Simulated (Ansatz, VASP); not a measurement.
## SnTe5: VASP beside Ansatz

```
CELL_PARAMETERS angstrom
0.00000 4.55276 4.55276
4.55276 0.00000 4.55276
4.55276 4.55276 0.00000
ATOMIC_POSITIONS crystal
Sn 0.00000 0.00000 0.00000
Te 0.75000 0.75000 0.75000
Te 0.37597 0.37597 0.87208
Te 0.37597 0.87208 0.37597
Te 0.37597 0.37597 0.37597
Te 0.87208 0.37597 0.37597
```

Change from the starting cell: species swapped into the ErCu5 type (F-43m, No. 216).

Alike in both runs: task relaxation of cell and atoms; functional PBE; k mesh 8 × 8 × 8; occupations gaussian, width 0.1 eV; no spin polarisation.

|  | VASP | Ansatz |
| --- | --- | --- |
| version | VASP 6.6.1 | Ansatz 0.2.0 |
| potentials or method | VASP PAW PBE potentials, release 64 (Sn_d, Te), cutoff 600 eV | scalar-relativistic, plane waves, PAW |
| valence electrons in the cell | 44 | 94 |

```csv
,VASP,Ansatz,Ansatz less VASP
"gap on the k mesh at the Fermi level, each at its own relaxed structure (eV)",none,none,-
relaxed volume (Å³/atom),30.59,30.62,+0.030
relaxed cell length with the largest relative difference (Å),6.379,6.381,+0.0021
```

A gap of «none» marks a metal or a gap that the smearing closes. VASP's potentials hold 44 valence electrons a cell and Ansatz's 94, so a difference there can come from the potentials and not from the codes.

Spin-orbit coupling is off throughout.
